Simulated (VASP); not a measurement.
A run of VASP 6.6.1 is set up as follows.

File INCAR:

```
  PREC = Accurate
  ENCUT = 520
  EDIFF = 1E-7
  ISMEAR = 0
  SIGMA = 0.05
  LREAL = F
  LASPH = T
  NELM = 80
  ALGO = Normal
  ISIF = 2
  LWAVE = F
  LCHARG = F
  GGA = PS
  NBANDS = 16
```

The input KPOINTS:

```
Automatic mesh
0
Gamma
  12 12 10
```

File POSCAR:

```
CuB2
1.0
    2.9763517577      0.0000000000      0.0000000000
   -1.4881758789      2.5775962328      0.0000000000
    0.0000000000      0.0000000000      3.2884267810
Cu B
1 2
Direct
    0.0000000000      0.0000000000      0.0000000000
    0.3488516676      0.6977033352      0.5000000000
    0.6666666667      0.3333333333      0.5000000000
```

Potentials or basis: VASP PAW PBE potentials, release 64 (Cu, B).

The run is started by

```sh
$ cat potpaw_PBE.64/Cu/POTCAR potpaw_PBE.64/B/POTCAR > POTCAR
$ mpirun -np 1 vasp_std > vasp.out
```

Problem. Predict the pressure.

Solution. 1.2 GPa.

Problem. Predict the largest force.

Solution. 0.750 eV/Å.

Stress tensor (GPa, compression positive):
```
-5.58  0.00  0.00
 0.00  8.48  0.00
 0.00  0.00  0.65
```

Caveat: the cell differs from its parent crystal (atom 2 (B) moved 0.08 Å along y); the PAW data sets were made with another functional, which shifts forces and pressure a little.
